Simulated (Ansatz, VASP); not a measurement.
**Hg in VASP and in Ansatz**

The input INCAR:

```
ALGO = Normal
EDIFF = 1E-6
ENCUT = 500
GGA = CA
GGA_COMPAT = False
ISIF = 2
ISMEAR = 0
LASPH = True
LCHARG = False
LREAL = False
LWAVE = False
NBANDS = 12
NELM = 120
PREC = Accurate
SIGMA = 0.05
```

KPOINTS

```
k-points
0
Gamma
  12 12 12
```

POSCAR

```
Hg
1.0
    0.0000000000      2.5021067374      2.5021067374
    2.5021067374      0.0000000000      2.5021067374
    2.5021067374      2.5021067374      0.0000000000
Hg
1
Direct
    0.0000000000      0.0000000000      0.0000000000
```

Input for Ansatz:

```yaml
crystal:
  lattice:
    - [0.0, 2.5021067374, 2.5021067374]
    - [2.5021067374, 0.0, 2.5021067374]
    - [2.5021067374, 2.5021067374, 0.0]
  atoms:
    - { symbol: Hg, position: [0.0, 0.0, 0.0] }
basis:
  ecutwfc: 420
kpoints:
  mp_grid: { grid: [12, 12, 12] }
hamiltonian:
  xc: lda
scf:
  occupations: { method: gaussian, width: 0.05 }
output:
  forces: true
  stress: true
  eigenvalues: true
```

Alike in both runs: task single point; functional LDA; k mesh 12 × 12 × 12; occupations gaussian, width 0.05 eV; no spin polarisation.

```csv
,VASP,Ansatz
version,VASP 6.6.1,Ansatz 0.2.0
potentials or method,"VASP PAW LDA potentials, release 64 (Hg), cutoff 500 eV","scalar-relativistic, plane waves, PAW"
valence electrons in the cell,12,20
```

```tsv
	VASP	Ansatz	Ansatz less VASP
gap on the k mesh at the Fermi level (eV)	none	none	-
pressure (GPa)	-4.2	-4.2	-0.01
```

LDA's correlation is that of Perdew and Zunger in VASP and of Perdew and Wang (1992) in Ansatz. A gap of «none» marks a metal or a gap that the smearing closes. VASP's potentials hold 12 valence electrons a cell and Ansatz's 20, so a difference there can come from the potentials and not from the codes.

Spin-orbit coupling is off throughout.
